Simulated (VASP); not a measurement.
# Al (Fm-3m) in VASP: a series of runs

Al is run at these levels: r2SCAN; tasks: single point, relaxation of cell and atoms.

All numbers are computed with VASP 6.6.1; they aren't measurements. Logs are shortened: lines on timing, memory, paths and dates and some standing lists are left out, and cuts for length are marked.

## Step 1: The cell of the first run

The structure is cubic, space group Fm-3m (No. 225). Conventional cell: a = 3.992 Å, b = 3.992 Å, c = 3.992 Å, α = 90.00°, β = 90.00°, γ = 90.00°. Al (site symmetry m-3m) has 12 Al at 2.82 Å within 3.7 Å.

## Step 2: Single point, r2SCAN

The input, POSCAR:

```
Al
1.0
    0.0000000000      1.9960000952      1.9960000952
    1.9960000952      0.0000000000      1.9960000952
    1.9960000952      1.9960000952      0.0000000000
Al
1
Direct
    0.0000000000      0.0000000000      0.0000000000
```

The input, INCAR.step1:

```
SYSTEM = Al
PREC = Accurate
ENCUT = 520
ISMEAR = 0
SIGMA = 0.1
LREAL = .FALSE.
LASPH = .TRUE.
NELM = 60
NBANDS = 8
GGA = PE
ALGO = Normal
EDIFF = 1E-4
LWAVE = .TRUE.
LCHARG = .FALSE.
```

The input, INCAR.step2:

```
SYSTEM = Al
PREC = Accurate
ENCUT = 520
EDIFF = 1E-6
ISMEAR = 0
SIGMA = 0.1
LREAL = .FALSE.
LASPH = .TRUE.
NELM = 60
ALGO = Normal
ISIF = 2
LWAVE = .FALSE.
LCHARG = .FALSE.
METAGGA = R2SCAN
LMIXTAU = .TRUE.
NBANDS = 8
ISTART = 1
```

The input, KPOINTS:

```
Automatic mesh
0
G
  18 18 18
  0 0 0
```

Potentials or basis: VASP PAW PBE potentials, release 64 (Al).

Command:

```console
$ cat potpaw_PBE.64/Al/POTCAR > POTCAR
$ cp INCAR.step1 INCAR
$ mpirun -np 1 vasp_std > vasp.out
$ cp INCAR.step2 INCAR
$ mpirun -np 1 vasp_std > vasp.out
```

OUTCAR:

```text
SYSTEM = Al
   PREC = Accurate
   ENCUT = 520
   EDIFF = 1E-6
   ISMEAR = 0
   LREAL = .FALSE.
   LASPH = .TRUE.
   NELM = 60
   ISIF = 2
   METAGGA = R2SCAN
   ISTART = 1

 ion  position               nearest neighbor table
   1  0.000  0.000  0.000-

  LATTYP: Found a face centered cubic cell.
 ALAT       =     3.9920001904

  Lattice vectors:

 A1 = (   0.0000000000,   1.9960000952,   1.9960000952)
 A2 = (   1.9960000952,   0.0000000000,   1.9960000952)
 A3 = (   1.9960000952,   1.9960000952,   0.0000000000)

Analysis of symmetry for initial positions (statically):
=====================================================================
 Subroutine PRICEL returns:
 Original cell was already a primitive cell.

 Routine SETGRP: Setting up the symmetry group for a
 face centered cubic supercell.

 Subroutine GETGRP returns: Found 48 space group operations
 (whereof 48 operations were pure point group operations)
 out of a pool of 48 trial point group operations.

The static configuration has the point symmetry O_h .

Analysis of symmetry for dynamics (positions and initial velocities):
=====================================================================
 Subroutine PRICEL returns:
 Original cell was already a primitive cell.

 Routine SETGRP: Setting up the symmetry group for a
 face centered cubic supercell.

 Subroutine GETGRP returns: Found 48 space group operations
 (whereof 48 operations were pure point group operations)
 out of a pool of 48 trial point group operations.

The dynamic configuration has the point symmetry O_h .

 Subroutine INISYM returns: Found 48 space group operations
 (whereof 48 operations are pure point group operations),
 and found     1 'primitive' translations

----------------------------------------------------------------------------------------

                                     Primitive cell

  volume of cell :      15.9042

  direct lattice vectors                    reciprocal lattice vectors
     0.000000000  1.996000095  1.996000095    -0.250500990  0.250500990  0.250500990
     1.996000095  0.000000000  1.996000095     0.250500990 -0.250500990  0.250500990
     1.996000095  1.996000095  0.000000000     0.250500990  0.250500990 -0.250500990

  length of vectors
     2.822770405  2.822770405  2.822770405     0.433880442  0.433880442  0.433880442

  position of ions in fractional coordinates (direct lattice)
     0.000000000  0.000000000  0.000000000

  ion indices of the primitive-cell ions
   primitive index   ion index
                 1           1

[... 68 lines left out ...]
   LASPH  =      T    aspherical Exc in radial PAW
   ENCUT  =  520.0 eV  38.22 Ry    6.18 a.u.   5.25  5.25  5.25*2*pi/ulx,y,z
   NELM   =     60;   NELMIN=  2; NELMDL=  0     # of ELM steps
   EDIFF  = 0.1E-05   stopping-criterion for ELM
   LREAL  =      F    real-space projection
   EDIFFG = 0.1E-04   stopping-criterion for IOM
   NSW    =      0    number of steps for IOM
   IBRION =     -1    ionic relax: 0-MD 1-quasi-New 2-CG
   NFREE  =      0    steps in history (QN), initial steepest desc. (CG)
   ISIF   =      2    stress and relaxation
   ISYM   =      2    0-nonsym 1-usesym 2-fastsym
   POTIM  = 0.5000    time-step for ionic-motion
   TEBEG  =    0.0;   TEEND  =   0.0 temperature during run
   PSTRESS=    0.0 pullay stress
   NELECT =       3.0000    total number of electrons
   NUPDOWN=      -1.0000    fix difference up-down
   EMIN   =  10.00;   EMAX   =-10.00  energy-range for DOS
[... 5 lines left out ...]
     AMIX     =   0.40;   BMIX     =  1.00
     AMIX_MAG =   1.60;   BMIX_MAG =  1.00
  volume/ion in A,a.u.               =      15.90       107.33
  Fermi-wavevector in a.u.,A,eV,Ry     =   0.938883  1.774231 11.993547  0.881501
  Thomas-Fermi vector in A             =   2.066139
   LORBIT       =      0    0 simple, 1 ext, 2 COOP (PROOUT), +10 PAW based schemes
   METAGGA = R2SCAN    functional components
   LHFCALC =     F    Hartree Fock is set to
   AEXX    =    0.0000 exact exchange contribution
   IVDW    =     0    specifies the selected vdW correction
   LEPSILON=     F    determine dielectric tensor
   LRPA    =     F    only Hartree local field effects (RPA)
 non-spin polarized calculation
 Gauss-broadening in eV      SIGMA  =   0.10
  energy-cutoff  :      520.00
  volume of cell :       15.90
 maximum number of plane-waves:       444
 NGX is ok and might be reduce to    24
   NGX = 11   NGY = 11   NGZ = 11

 number of electron       3.0000000 magnetization

 Free energy of the ion-electron system (eV)
  ---------------------------------------------------
  ext. energy  EPLUGINS =         0.00000000
  ---------------------------------------------------
  free energy    TOTEN  =        -6.73697423 eV

  energy without entropy =       -6.73443132  energy(sigma->0) =       -6.73570278

 E-fermi :   8.4084     XC(G=0): -11.0432

 val. band max:        8.3942991463   @ k =  -0.3333   0.4444   0.1111
 cond. band min:       8.4441399951   @ k =  -0.3333   0.3889   0.0556
 fundamental gap:      0.0498408488
 Fermi energy:         8.4084332594

 k-point     1 :       0.0000    0.0000    0.0000
  band No.  band energies     occupation
      1      -3.6959      2.00000
      2      21.9368      0.00000
      3      21.9368      0.00000
      4      21.9368      0.00000
      5      24.1396      0.00000
      6      24.1396      0.00000
      7      24.1396      0.00000
      8      26.0359      0.00000
[... 243 lines left out ...]
 k-point    24 :      -0.2222    0.0556    0.0000
  band No.  band energies     occupation
      1      -1.9106      2.00000
      2      12.5731      0.00000
      3      18.5476      0.00000
      4      21.6229      0.00000
      5      23.5570      0.00000
      6      24.6906      0.00000
      7      25.2139      0.00000
      8      27.5595      0.00000

 [... further k-points ...]
[... 5 lines left out ...]
  --------------------------------------------------------------------------------------
  -------------------------------------------------------------------------------------
  Total       -0.0319256     -0.0319256     -0.0319256      0.0000000      0.0000000      0.0000000
  in kB       -3.2161578     -3.2161578     -3.2161578      0.0000000      0.0000000      0.0000000
  external PRESSURE =      -3.2161578 kB  Pullay stress =       0.0000000 kB

 VOLUME and BASIS-vectors are now :
 -----------------------------------------------------------------------------
  energy-cutoff  :      520.00
  volume of cell :       15.90
      direct lattice vectors                 reciprocal lattice vectors
     0.000000000  1.996000095  1.996000095    -0.250500990  0.250500990  0.250500990
     1.996000095  0.000000000  1.996000095     0.250500990 -0.250500990  0.250500990
     1.996000095  1.996000095  0.000000000     0.250500990  0.250500990 -0.250500990

 POSITION                                       TOTAL-FORCE (eV/Angst)
 -----------------------------------------------------------------------------------
      0.00000      0.00000      0.00000         0.000000      0.000000      0.000000
 -----------------------------------------------------------------------------------
    total drift:                                0.000000     -0.000000      0.000000

  FREE ENERGIE OF THE ION-ELECTRON SYSTEM (eV)
  ---------------------------------------------------
  free  energy   TOTEN  =        -6.7369742308 eV

  energy  without entropy=       -6.7344313206  energy(sigma->0) =       -6.73570278
```

OUTCAR.step1:

```text
SYSTEM = Al
   PREC = Accurate
   ENCUT = 520
   ISMEAR = 0
   LREAL = .FALSE.
   LASPH = .TRUE.
   NELM = 60
[... 481 lines left out ...]
 -----------------------------------------------------------------------------------
      0.00000      0.00000      0.00000        -0.000000      0.000000     -0.000000
 -----------------------------------------------------------------------------------
    total drift:                               -0.000000     -0.000000     -0.000000

  FREE ENERGIE OF THE ION-ELECTRON SYSTEM (eV)
  ---------------------------------------------------
  free  energy   TOTEN  =        -3.7391605561 eV

  energy  without entropy=       -3.7361907201  energy(sigma->0) =       -3.73767564
```

Run time: 52 s. Hardware: 1 thread of Intel Xeon 6975P-C, shared host; peak memory 0.15 GiB.

Results:

* Free energy: -6.7370 eV
* Pressure: -0.3 GPa

Levels at points of the mesh, in eV from the Fermi level:
| k point | band 1 | band 2 | band 3 | band 4 | band 5 |
| --- | --- | --- | --- | --- | --- |
| (0.00, 0.00, 0.00) | -12.10 | 13.53 | 13.53 | 13.53 | 15.73 |
| (0.50, 0.00, 0.00) | -5.15 | -4.59 | 12.25 | 12.25 | 12.73 |
| (0.50, 0.50, 0.00) | -3.25 | -1.67 | 5.47 | 6.18 | 6.18 |

Caveat: the PAW data sets were made with another functional, which shifts forces and pressure a little.

## Step 3: Relaxation of cell and atoms, r2SCAN

This run uses another cell than the first one, of 16.50 Å³/atom, 1.038 times its volume.

The input, POSCAR:

```
Al
1.0
    0.0000000000      2.0207284053      2.0207284053
    2.0207284053      0.0000000000      2.0207284053
    2.0207284053      2.0207284053      0.0000000000
Al
1
Direct
    0.0000000000      0.0000000000      0.0000000000
```

The input, INCAR.step1:

```
SYSTEM = Al
ALGO = Normal
EDIFF = 1E-4
ENCUT = 600
GGA = PE
ISMEAR = 0
LASPH = .TRUE.
LCHARG = .FALSE.
LREAL = .FALSE.
LWAVE = .TRUE.
NELM = 100
PREC = Accurate
SIGMA = 0.1
```

The input, INCAR.step2:

```
SYSTEM = Al
ALGO = Normal
EDIFF = 1E-6
EDIFFG = -0.005
ENCUT = 600
IBRION = 2
ISIF = 3
ISMEAR = 0
ISTART = 1
LASPH = .TRUE.
LCHARG = .FALSE.
LMIXTAU = .TRUE.
LREAL = .FALSE.
LWAVE = .FALSE.
METAGGA = R2SCAN
NELM = 100
NSW = 70
PREC = Accurate
SIGMA = 0.1
```

The input, KPOINTS:

```
k-points
0
G
  18 18 18
  0 0 0
```

Potentials or basis: VASP PAW PBE potentials, release 64 (Al).

Command:

```console
$ cat potpaw_PBE.64/Al/POTCAR > POTCAR
$ cp INCAR.step1 INCAR
$ mpirun -np 1 vasp_std > vasp.out
$ cp INCAR.step2 INCAR
$ mpirun -np 1 vasp_std > vasp.out
```

Run time: 75 s. Hardware: 1 thread of Intel Xeon 6975P-C, shared host; peak memory 0.16 GiB.

It converged, with:

* Free energy: -6.7370 eV
* Relaxed volume: 15.84 Å³/atom
* Relaxed cell: a = 2.819 Å, b = 2.819 Å, c = 2.819 Å, α = 60.00°, β = 60.00°, γ = 60.00°
* Space group after relaxing (to 0.05 Å): Fm-3m (No. 225)
* Energy gained by relaxing: 7.4 meV/atom
* Ionic steps: 3
* Pressure after relaxing: 0.0 GPa

Step by step:
```tsv
step	energy change (eV)	largest force (eV/Å)	pressure (GPa)	volume (Å³)
1	0.0000	0.0000	-3.40	16.50
2	-0.0069	0.0000	1.02	15.68
3	-0.0074	0.0000	0.04	15.84
```

Final structure:
```
Al
1.0
     0.00000    1.99336    1.99336
     1.99336    0.00000    1.99336
     1.99336    1.99336    0.00000
Al
1
Direct
  0.00000 0.00000 0.00000
```

Levels at points of the mesh, in eV from the Fermi level:
| k point | band 1 | band 2 | band 3 | band 4 | band 5 |
| --- | --- | --- | --- | --- | --- |
| (0.00, 0.00, 0.00) | -12.13 | 13.55 | 13.55 | 13.55 | 15.79 |
| (0.50, 0.00, 0.00) | -5.17 | -4.59 | 12.27 | 12.27 | 12.78 |
| (0.50, 0.50, 0.00) | -3.26 | -1.67 | 5.47 | 6.20 | 6.20 |

Caveat: the PAW data sets were made with another functional, which shifts forces and pressure a little.
